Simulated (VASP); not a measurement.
# Si5F (P-62m) in VASP: notebook, part 2 of 2

VASP 6.6.1. Earlier steps stand in the parts before.

## (4) Relaxation of cell and atoms, PBE

File INCAR:

```
SYSTEM = Si5F
ALGO = Normal
EDIFF = 1E-6
EDIFFG = -0.04
ENCUT = 600
GGA = PE
IBRION = 2
ISIF = 3
ISMEAR = 0
LASPH = .True.
LCHARG = .False.
LREAL = .False.
LWAVE = .False.
NELM = 80
NSW = 90
PREC = Accurate
SIGMA = 0.1
```

File KPOINTS:

```
k-points
0
Gamma
  6 6 4
  0 0 0
```

File POSCAR:

```
Si5F
1.0
    4.4650357600      0.0000000000      0.0000000000
   -2.2325178800      3.8668344000      0.0000000000
    0.0000000000      0.0000000000      4.7931766900
Si F
5 1
Direct
    0.0000000000      0.3317663100      0.0000000000
    0.6682336900      0.6682336900      0.0000000000
    0.3317663100      0.0000000000      0.0000000000
    0.6666666700      0.3333333300      0.5000000000
    0.3333333300      0.6666666700      0.5000000000
    0.0000000000      0.0000000000      0.5000000000
```

Command:

```sh
cat potpaw_PBE.64/Si/POTCAR potpaw_PBE.64/F/POTCAR > POTCAR
mpirun -np 1 vasp_std > vasp.out
```

Wall time 2.2 min (1 thread of AMD EPYC 9R45 (Zen 5), shared host); peak memory 0.18 GiB.

Results (log left out):

| Quantity | Value |
| --- | --- |
| Free energy | -28.0615 eV |
| Relaxed volume | 14.30 Å³/atom |
| Relaxed cell | a = 4.683 Å, b = 4.683 Å, c = 4.518 Å, α = 90.00°, β = 90.00°, γ = 120.00° |
| Space group after relaxing (to 0.1 Å) | P-62m (No. 189) |
| Energy gained by relaxing | 29.1 meV/atom |
| Ionic steps | 10 |
| Pressure after relaxing | -0.3 GPa |
| Largest force after relaxing | 0.018 eV/Å |
| Band gap on the k mesh | zero (an odd number of electrons rules out a gap without spin polarisation) |

Forces on the atoms (eV/Å):
```
Si  -0.009  0.016  0.000
Si  -0.009 -0.016  0.000
Si   0.018  0.000  0.000
Si   0.000  0.000  0.000
Si   0.000  0.000  0.000
F    0.000  0.000  0.000
```

Step by step:
| step | energy change (eV) | largest force (eV/Å) | pressure (GPa) | volume (Å³) |
| --- | --- | --- | --- | --- |
| 1 | 0.0000 | 0.4861 | 3.38 | 82.76 |
| 2 | -0.1047 | 0.2565 | -1.29 | 86.26 |
| 3 | -0.1054 | 0.2416 | -1.59 | 86.52 |
| 4 | -0.1275 | 0.1482 | -0.58 | 85.32 |
| 5 | -0.1345 | 0.0567 | 0.58 | 84.15 |
| 6 | -0.1349 | 0.0305 | 0.92 | 83.84 |
| 7 | -0.1487 | 0.0396 | 0.51 | 84.46 |
| 8 | -0.1705 | 0.0638 | -0.53 | 86.26 |
| 9 | -0.1741 | 0.0057 | -0.18 | 85.61 |
| 10 | -0.1746 | 0.0185 | -0.27 | 85.79 |

Final structure:
```xyz
6
Lattice="4.6825 0.0000 0.0000 -2.3413 4.0552 0.0000 0.0000 0.0000 4.5178" Properties=species:S:1:pos:R:3 pbc="T T T"
Si    3.8584    1.4274    0.0000
Si    1.5172    2.6278    0.0000
Si    1.6482    0.0000    0.0000
Si    2.3413    1.3517    2.2589
Si    0.0000    2.7035    2.2589
F     4.6825    0.0000    2.2589
```

Levels at points of the mesh, in eV from the Fermi level:
| k point | band 10 | band 11 | band 12 | band 13 | band 14 | band 15 | band 16 | band 17 |
| --- | --- | --- | --- | --- | --- | --- | --- | --- |
| (0.00, 0.00, 0.00) | -3.74 | -2.25 | -2.25 | -1.76 | 0.32 | 0.59 | 0.94 | 0.94 |
| (0.50, 0.00, 0.00) | -3.36 | -3.30 | -2.81 | -0.18 | 0.38 | 0.64 | 1.25 | 1.87 |
| (0.00, 0.00, 0.50) | -4.03 | -3.37 | -3.37 | -2.99 | -2.99 | -1.41 | 1.65 | 2.74 |
| (0.50, 0.00, 0.50) | -3.18 | -2.27 | -1.06 | 2.03 | 2.18 | 2.45 | 2.81 | 3.75 |

Caveat: an odd number of electrons without spin polarisation forces a metal; a magnetic or distorted state may lie lower.

## (5) Single point, PBE

This run uses another cell than the first one, of 14.18 Å³/atom.

File INCAR:

```
  PREC = Accurate
  ENCUT = 520
  EDIFF = 1E-7
  ISMEAR = 0
  SIGMA = 0.1
  LREAL = F
  LASPH = T
  NELM = 60
  ALGO = Normal
  ISIF = 2
  LWAVE = F
  LCHARG = F
  GGA = PE
  NBANDS = 22
```

File KPOINTS:

```
Automatic mesh
0
Gamma
  12 12 8
```

File POSCAR:

```
Si5F
1.0
    4.6665469995      0.0000000000      0.0000000000
   -2.3332734997      4.0413482495      0.0000000000
    0.0000000000      0.0000000000      4.5100595665
Si F
5 1
Direct
    0.0000000000      0.3507842955      0.0000000000
    0.6492157045      0.6492157045      0.0000000000
    0.3507842955      0.0000000000      0.0000000000
    0.6666666667      0.3333333333      0.5000000000
    0.3333333333      0.6666666667      0.5000000000
    0.0000000000      0.0000000000      0.5000000000
```

Command:

```sh
cat potpaw_PBE.64/Si/POTCAR potpaw_PBE.64/F/POTCAR > POTCAR
mpirun -np 1 vasp_std > vasp.out
```

Wall time 1.7 min (1 thread of AMD EPYC 9R45 (Zen 5), shared host); peak memory 0.25 GiB.

It converged, with:

```yaml
Free_energy: -28.1122 eV
Pressure: -0.1 GPa
Largest_force: 0.006 eV/Å
Band_gap_on_the_k_mesh: zero (an odd number of electrons rules out a gap without spin polarisation)
```

Forces on the atoms (eV/Å):
```
Si  -0.003  0.005  0.000
Si  -0.003 -0.005  0.000
Si   0.006  0.000  0.000
Si   0.000  0.000  0.000
Si   0.000  0.000  0.000
F    0.000  0.000  0.000
```

Levels at points of the mesh, in eV from the Fermi level:
| k point | band 11 | band 12 | band 13 | band 14 | band 15 | band 16 | band 17 | band 18 |
| --- | --- | --- | --- | --- | --- | --- | --- | --- |
| (0.00, 0.00, 0.00) | -2.36 | -2.36 | -1.96 | 0.23 | 0.53 | 0.85 | 0.85 | 1.09 |
| (0.50, 0.00, 0.00) | -3.37 | -2.92 | -0.28 | 0.27 | 0.54 | 1.19 | 1.78 | 2.95 |
| (0.00, 0.00, 0.50) | -3.48 | -3.48 | -3.14 | -3.14 | -1.59 | 1.53 | 2.20 | 2.20 |
| (0.50, 0.00, 0.50) | -2.35 | -1.15 | 1.96 | 2.07 | 2.34 | 2.70 | 2.97 | 3.63 |

Caveat: an odd number of electrons without spin polarisation forces a metal; a magnetic or distorted state may lie lower.

## (6) Relaxation of cell and atoms, PBE

This run uses another cell than the first one, of 14.20 Å³/atom.

File INCAR:

```
SYSTEM = Si5F
PREC = Accurate
ENCUT = 600
EDIFF = 1E-6
ISMEAR = 0
SIGMA = 0.1
LREAL = .FALSE.
LASPH = .TRUE.
NELM = 100
ALGO = Normal
ISIF = 3
LWAVE = .FALSE.
LCHARG = .FALSE.
GGA = PE
IBRION = 2
NSW = 100
EDIFFG = -0.01
```

File KPOINTS:

```
regular mesh
0
G
  12 12 8
  0 0 0
```

File POSCAR:

```
Si5F
1.0
    4.6637763533      0.0000000000      0.0000000000
   -2.3318881766      4.0389487995      0.0000000000
    0.0000000000      0.0000000000      4.5219636864
Si F
5 1
Direct
    0.0000000000      0.3457954492      0.0000000000
    0.6542045508      0.6542045508      0.0000000000
    0.3457954492      0.0000000000      0.0000000000
    0.6666666667      0.3333333333      0.5000000000
    0.3333333333      0.6666666667      0.5000000000
    0.0000000000      0.0000000000      0.5000000000
```

Potentials or basis: VASP PAW PBE potentials, release 64 (Si, F).

Command:

```sh
cat potpaw_PBE.64/Si/POTCAR potpaw_PBE.64/F/POTCAR > POTCAR
mpirun -np 1 vasp_std > vasp.out
```

OUTCAR:

```text
SYSTEM = Si5F
   PREC = Accurate
   ENCUT = 600
   EDIFF = 1E-6
   ISMEAR = 0
   LREAL = .FALSE.
   LASPH = .TRUE.
   NELM = 100
   ISIF = 3
   GGA = PE
   IBRION = 2
   NSW = 100
   EDIFFG = -0.01

 ion  position               nearest neighbor table
   1  0.000  0.346  0.000-   2 2.64   3 2.64   2 2.64   3 2.64   4 2.73   4 2.73   5 2.73   5 2.73
                             3 2.79   2 2.79
   2  0.654  0.654  0.000-   3 2.64   3 2.64   1 2.64   1 2.64   4 2.73   4 2.73   5 2.73   5 2.73
                             1 2.79   3 2.79
   3  0.346  0.000  0.000-   2 2.64   2 2.64   1 2.64   1 2.64   5 2.73   5 2.73   4 2.73   4 2.73
                             1 2.79   2 2.79
   4  0.667  0.333  0.500-   5 2.69   5 2.69   5 2.69   1 2.73   1 2.73   3 2.73   3 2.73   2 2.73
                             2 2.73
   5  0.333  0.667  0.500-   4 2.69   4 2.69   4 2.69   3 2.73   3 2.73   1 2.73   1 2.73   2 2.73
                             2 2.73
   6  0.000  0.000  0.500-

  LATTYP: Found a hexagonal cell.
 ALAT       =     4.6637763533
 C/A-ratio  =     0.9695927386

  Lattice vectors:

 A1 = (   4.6637763533,   0.0000000000,   0.0000000000)
 A2 = (  -2.3318881766,   4.0389487995,   0.0000000000)
 A3 = (   0.0000000000,   0.0000000000,   4.5219636864)

Analysis of symmetry for initial positions (statically):
[... 297 lines left out ...]
  free  energy   TOTEN  =       -28.1121837450 eV

  energy  without entropy=      -28.1023070606  energy(sigma->0) =      -28.10724540

[... ionic steps 4 to 7 ...]

--------------------------------------- Ionic step        8  -------------------------------------------

 number of electron      27.0000010 magnetization

------------------------ aborting loop because EDIFF is reached ----------------------------------------
[... 75 lines left out ...]
--------------------------------------- Ionic step       10  -------------------------------------------

 number of electron      27.0000011 magnetization

 Free energy of the ion-electron system (eV)
  ---------------------------------------------------
  ext. energy  EPLUGINS =         0.00000000
  ---------------------------------------------------
  free energy    TOTEN  =       -28.11369463 eV

  energy without entropy =      -28.10386080  energy(sigma->0) =      -28.10877772

 E-fermi :   8.7257     XC(G=0): -10.9274

 val. band max:        8.7066424886   @ k =   0.1667   0.1667   0.1250
 cond. band min:       8.7304116192   @ k =   0.4167   0.0000   0.0000
 fundamental gap:      0.0237691306
 Fermi energy:         8.7256943402

 k-point     1 :       0.0000    0.0000    0.0000
  band No.  band energies     occupation
      1     -14.4880      2.00000
      2      -4.7185      2.00000
      3       1.7300      2.00000
      4       1.8682      2.00000
      5       2.2383      2.00000
      6       2.5386      2.00000
[... 457 lines left out ...]
      4       0.9840      2.00000
      5       1.4477      2.00000
      6       2.7973      2.00000
[... 9 lines left out ...]
     16      10.1209      0.00000
     17      10.8446      0.00000

 [... further k-points ...]
[... 5 lines left out ...]
  --------------------------------------------------------------------------------------
  -------------------------------------------------------------------------------------
  Total        0.0114425      0.0114425     -0.0071067      0.0000000      0.0000000     -0.0000000
  in kB        0.2157683      0.2157683     -0.1340101      0.0000000      0.0000000     -0.0000000
  external PRESSURE =       0.0991755 kB  Pullay stress =       0.0000000 kB
[... 21 lines left out ...]
  FREE ENERGIE OF THE ION-ELECTRON SYSTEM (eV)
  ---------------------------------------------------
  free  energy   TOTEN  =       -28.1136946311 eV

  energy  without entropy=      -28.1038608022  energy(sigma->0) =      -28.10877772

 reached required accuracy - stopping structural energy minimisation
```

OSZICAR:

```text
N       E                     dE             d eps       ncg     rms          rms(c)
DAV:   1     0.982267095137E+02    0.98227E+02   -0.12879E+04  3230   0.152E+03
[... 79 lines left out ...]
       N       E                     dE             d eps       ncg     rms          rms(c)
DAV:   1    -0.281138380439E+02   -0.17552E-03   -0.57992E-03  3483   0.611E-01    0.980E-02
DAV:   2    -0.281137132741E+02    0.12477E-03   -0.10043E-03  3842   0.312E-01    0.279E-02
DAV:   3    -0.281136992481E+02    0.14026E-04   -0.11106E-04  3759   0.102E-01    0.154E-02
DAV:   4    -0.281136965484E+02    0.26996E-05   -0.49857E-05  3622   0.587E-02    0.121E-02
DAV:   5    -0.281136942865E+02    0.22620E-05   -0.15428E-05  3811   0.382E-02    0.220E-03
DAV:   6    -0.281136946311E+02   -0.34465E-06   -0.10791E-06  1674   0.860E-03
  10 F= -.28113695E+02 E0= -.28108778E+02  d E =-.524126E-04
```

CONTCAR:

```text
Si5F
   1.00000000000000
     4.6635658787595951   -0.0000000000000044   -0.0000000000000000
    -2.3317829393298029    4.0387665232011658   -0.0000000000000000
    -0.0000000000000000    0.0000000000000000    4.5110344186063003
  Si              F
     5     1
Direct
     0.0000000000000000    0.3513210890619948    0.0000000000000000
     0.6486789109380053    0.6486789109380053    0.0000000000000000
     0.3513210890619947    0.0000000000000000    0.0000000000000000
     0.6666666667000030    0.3333333332999970    0.5000000000000000
     0.3333333332999970    0.6666666667000030    0.5000000000000000
     0.0000000000000000    0.0000000000000000    0.5000000000000000

  0.00000000E+00  0.00000000E+00  0.00000000E+00
  0.00000000E+00  0.00000000E+00  0.00000000E+00
  0.00000000E+00  0.00000000E+00  0.00000000E+00
  0.00000000E+00  0.00000000E+00  0.00000000E+00
  0.00000000E+00  0.00000000E+00  0.00000000E+00
  0.00000000E+00  0.00000000E+00  0.00000000E+00
```

Wall time 7.9 min (1 thread of AMD EPYC 9R45 (Zen 5), shared host); peak memory 0.28 GiB.

What came out:

```
Free energy                           : -28.1137 eV
Relaxed volume                        : 14.16 Å³/atom
Relaxed cell                          : a = 4.664 Å, b = 4.664 Å, c = 4.511 Å, α = 90.00°, β = 90.00°, γ = 120.00°
Space group after relaxing (to 0.1 Å) : P-62m (No. 189)
Energy gained by relaxing             : 0.5 meV/atom
Ionic steps                           : 10
Pressure after relaxing               : 0.0 GPa
Band gap on the k mesh                : zero (an odd number of electrons rules out a gap without spin polarisation)
```

The path:
```tsv
step	energy change (eV)	largest force (eV/Å)	pressure (GPa)	volume (Å³)
1	0.0000	0.0663	-0.39	85.18
2	-0.0011	0.0501	0.06	84.76
3	-0.0012	0.0454	0.18	84.64
4	-0.0017	0.0360	0.12	84.72
5	-0.0024	0.0165	-0.03	84.95
6	-0.0024	0.0133	-0.06	85.00
7	-0.0026	0.0072	0.03	84.92
8	-0.0027	0.0017	0.11	84.86
9	-0.0027	0.0008	-0.06	85.05
10	-0.0027	0.0013	0.01	84.97
```

Final structure:
```
Si F
1.0
     4.66357    0.00000    0.00000
    -2.33178    4.03877    0.00000
     0.00000    0.00000    4.51103
Si F
5 1
Cartesian
  -0.8192 1.4189 0.0000
  1.5126 2.6199 0.0000
  1.6384 0.0000 0.0000
  2.3318 1.3463 2.2555
  0.0000 2.6925 2.2555
  0.0000 0.0000 2.2555
```

Levels at points of the mesh, in eV from the Fermi level:
| k point | band 12 | band 13 | band 14 | band 15 | band 16 | band 17 |
| --- | --- | --- | --- | --- | --- | --- |
| (0.00, 0.00, 0.00) | -2.36 | -1.95 | 0.22 | 0.52 | 0.84 | 0.84 |
| (0.50, 0.00, 0.00) | -2.93 | -0.28 | 0.26 | 0.55 | 1.19 | 1.78 |
| (0.00, 0.00, 0.50) | -3.48 | -3.14 | -3.14 | -1.58 | 1.51 | 2.21 |
| (0.50, 0.00, 0.50) | -1.15 | 1.97 | 2.06 | 2.35 | 2.70 | 2.96 |

Caveat: an odd number of electrons without spin polarisation forces a metal; a magnetic or distorted state may lie lower.

## (7) The runs side by side

```tsv
task	cell	k mesh	cutoff (eV)	gap on the mesh (eV)	pressure (GPa)	relaxed volume (Å³/atom)	largest force (eV/Å)
single point	a = 4.465, b = 4.465, c = 4.793 Å, angles 90.0, 90.0, 120.0°, 6 atoms, atomic positions A	6 × 6 × 4	520	none	3.4	-	0.49
single point	a = 4.664, b = 4.664, c = 4.522 Å, angles 90.0, 90.0, 120.0°, 6 atoms, atomic positions B	6 × 6 × 4	520	none	0.0	-	0.02
relaxation of cell and atoms	relaxed from a = 4.465, b = 4.465, c = 4.793 Å, angles 90.0, 90.0, 120.0°, 6 atoms, atomic positions A	6 × 6 × 4	600	none	-0.3	14.30	0.02
single point	a = 4.667, b = 4.667, c = 4.510 Å, angles 90.0, 90.0, 120.0°, 6 atoms, atomic positions C	12 × 12 × 8	520	none	-0.1	-	0.01
relaxation of cell and atoms	relaxed from a = 4.664, b = 4.664, c = 4.522 Å, angles 90.0, 90.0, 120.0°, 6 atoms, atomic positions B	12 × 12 × 8	600	none	0.0	14.16	-
```

Alike in all rows: level PBE; potentials or basis VASP PAW PBE potentials, release 64 (Si, F); no spin polarisation; smearing gaussian 0.1 eV.

Caveats: an odd number of electrons without spin polarisation forces a metal; a magnetic or distorted state may lie lower; the cell stands under pressure (at least some runs).

Absolute energies hang on the potentials; compare differences alone.
